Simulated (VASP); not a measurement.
A run of VASP 6.6.1 is set up as follows.

File POSCAR:

```
Be2C
1.0
    0.0000000000      2.1604856281      2.1604856281
    2.1604856281      0.0000000000      2.1604856281
    2.1604856281      2.1604856281      0.0000000000
C Be
1 2
Direct
    0.0000000000      0.0000000000      0.0000000000
    0.2500000000      0.2500000000      0.2500000000
    0.7500000000      0.7500000000      0.7500000000
```

INCAR.step1

```
SYSTEM = Be2C
ALGO     = Normal         ! electronic algorithm
EDIFF    = 1E-5           ! SCF threshold, eV
ENCUT    = 660            ! plane-wave cutoff, eV
GGA      = PE             ! functional
GGA_COMPAT= .False.      
ISMEAR   = 1              ! smearing method
LASPH    = .True.         ! aspherical terms in the spheres
LCHARG   = .False.        ! write CHGCAR
LREAL    = .False.        ! projectors in reciprocal space
LWAVE    = .True.         ! write WAVECAR
NBANDS   = 11             ! bands
NELM     = 120            ! most SCF steps
PREC     = Accurate       ! precision mode
SIGMA    = 0.001          ! smearing width, eV
```

File INCAR.step2:

```
SYSTEM = Be2C
ALGO     = Normal         ! electronic algorithm
EDIFF    = 1E-6           ! SCF threshold, eV
ENCUT    = 660            ! plane-wave cutoff, eV
GGA_COMPAT= .False.      
ISIF     = 2              ! what is computed and relaxed
ISMEAR   = 1              ! smearing method
ISTART   = 1            
LASPH    = .True.         ! aspherical terms in the spheres
LCHARG   = .False.        ! write CHGCAR
LMIXTAU  = .True.       
LREAL    = .False.        ! projectors in reciprocal space
LWAVE    = .False.        ! write WAVECAR
METAGGA  = R2SCAN         ! meta-GGA
NBANDS   = 11             ! bands
NELM     = 120            ! most SCF steps
PREC     = Accurate       ! precision mode
SIGMA    = 0.001          ! smearing width, eV
```

The input KPOINTS:

```
k-points
0
Gamma
  8 8 8
  0 0 0
```

Potentials or basis: VASP PAW PBE potentials, release 64 (C, Be).

Command:

```console
$ cat potpaw_PBE.64/C/POTCAR potpaw_PBE.64/Be/POTCAR > POTCAR
$ cp INCAR.step1 INCAR
$ mpirun -np 1 vasp_std > vasp.out
$ cp INCAR.step2 INCAR
$ mpirun -np 1 vasp_std > vasp.out
```

Task: Estimate the band gap on the k mesh.

Result: 1.53 eV, indirect (least direct gap 4.63 eV).

Task: Estimate the pressure.

Result: 0.8 GPa.

Caveat: the PAW data sets were made with another functional, which shifts forces and pressure a little. A k mesh can miss the band edges.
